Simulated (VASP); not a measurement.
Here is a VASP 6.6.1 calculation.

POSCAR

```
NaCl
1.0
    4.7210552162      0.0000000000      0.0000000000
   -2.3605276081      4.0885537499      0.0000000000
    0.0000000000      0.0000000000      5.5697676198
Na Cl
2 2
Direct
    0.3333333333      0.6666666667      0.2500000000
    0.6666666667      0.3333333333      0.7500000000
    0.6666666667      0.3333333333      0.2500000000
    0.3333333333      0.6666666667      0.7500000000
```

The input INCAR.step1:

```
ALGO = Normal
EDIFF = 1E-4
ENCUT = 520
GGA = PE
ISMEAR = 0
LASPH = T
LCHARG = F
LREAL = F
LWAVE = T
NBANDS = 22
NELM = 100
PREC = Accurate
SIGMA = 0.01
```

The input INCAR.step2:

```
ALGO = Normal
EDIFF = 1E-6
ENCUT = 520
ISIF = 2
ISMEAR = 0
ISTART = 1
LASPH = T
LCHARG = F
LMIXTAU = T
LREAL = F
LWAVE = F
METAGGA = R2SCAN
NBANDS = 22
NELM = 100
PREC = Accurate
SIGMA = 0.01
```

Contents of KPOINTS:

```
k-points
0
Gamma
  6 6 4
```

Potentials or basis: VASP PAW PBE potentials, release 64 (Na_pv, Cl).

Run with:

```bash
$ cat potpaw_PBE.64/Na_pv/POTCAR potpaw_PBE.64/Cl/POTCAR > POTCAR
$ cp INCAR.step1 INCAR
$ mpirun -np 1 vasp_std > vasp.out
$ cp INCAR.step2 INCAR
$ mpirun -np 1 vasp_std > vasp.out
```

**Question.** Estimate the band gap on the k mesh.

**Answer.** 5.47 eV.

**Question.** Predict the pressure.

**Answer.** -0.2 GPa.

Caveat: the PAW data sets were made with another functional, which shifts forces and pressure a little.
